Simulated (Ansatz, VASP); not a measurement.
GaP: VASP beside Ansatz

```
Ga P
1.0
     2.71926    2.71926    0.00000
    -2.71926    2.71926    0.00000
     0.00000    2.71926    2.71926
Ga P
1 1
Cartesian
  0.0000 0.0000 0.0000
  1.3596 4.0789 1.3596
```

Alike in both runs: functional PBEsol; k mesh 12 × 12 × 12; occupations fermi-dirac, width 0.05 eV; no spin polarisation.

Ansatz relaxed the structure, and its values are those at the end. VASP's run is a single point on that final structure, the one shown.

|  | VASP | Ansatz |
| --- | --- | --- |
| version | VASP 6.6.1 | Ansatz 0.2.0 |
| potentials or method | VASP PAW PBE potentials, release 64 (Ga_d, P) | PAW with Ansatz's default frozen-core files, scalar-relativistic |
| plane-wave cutoff (eV) | 520 | 420 |
| valence electrons in the cell | 18 | 18 |

```tsv
	VASP	Ansatz	Ansatz less VASP
pressure (GPa)	-0.1	0.0	+0.09
```

VASP's potentials were made for PBE, not for PBEsol.
